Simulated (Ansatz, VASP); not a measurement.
## Two plane-wave programs on CrO2

```
CELL_PARAMETERS angstrom
4.44391 0.00000 0.00000
0.00000 4.44391 0.00000
0.00000 0.00000 2.92175
ATOMIC_POSITIONS crystal
Cr 0.00000 0.00000 0.00000
Cr 0.50000 0.50000 0.50000
O 0.30366 0.30366 0.00000
O 0.19634 0.80366 0.50000
O 0.69634 0.69634 0.00000
O 0.80366 0.19634 0.50000
```

Alike in both runs: functional PBE; k mesh 6 × 6 × 10; occupations gaussian, width 0.05 eV; collinear spin.

Ansatz relaxed the structure, and its values are those at the end. VASP's run is a single point on that final structure, the one shown.

|  | VASP | Ansatz |
| --- | --- | --- |
| version | VASP 6.6.1 | Ansatz 0.2.0 |
| potentials or method | VASP PAW PBE potentials, release 64 (Cr_sv, O), cutoff 600 eV | scalar-relativistic, plane waves, PAW |
| valence electrons in the cell | 52 | 52 |

VASP gave:

| Quantity | Value |
| --- | --- |
| gap on the k mesh at the Fermi level (eV) | none |
| pressure (GPa) | -1.7 |
| rms of the force components (eV/Å) | 0.003 |
| net moment per atom (μB) | 0.67 |
| size of the moment on the site where the two differ most (μB) | 1.95 |

Task: Which values does Ansatz return?

Result: gap on the k mesh at the Fermi level (eV): none; pressure (GPa): 0.0; rms of the force components (eV/Å): 0.000; net moment per atom (μB): 0.67; size of the moment on the site where the two differ most (μB): 1.75.

Site moments also hang on the region over which each program counts them. A gap of «none» marks a metal or a gap that the smearing closes.
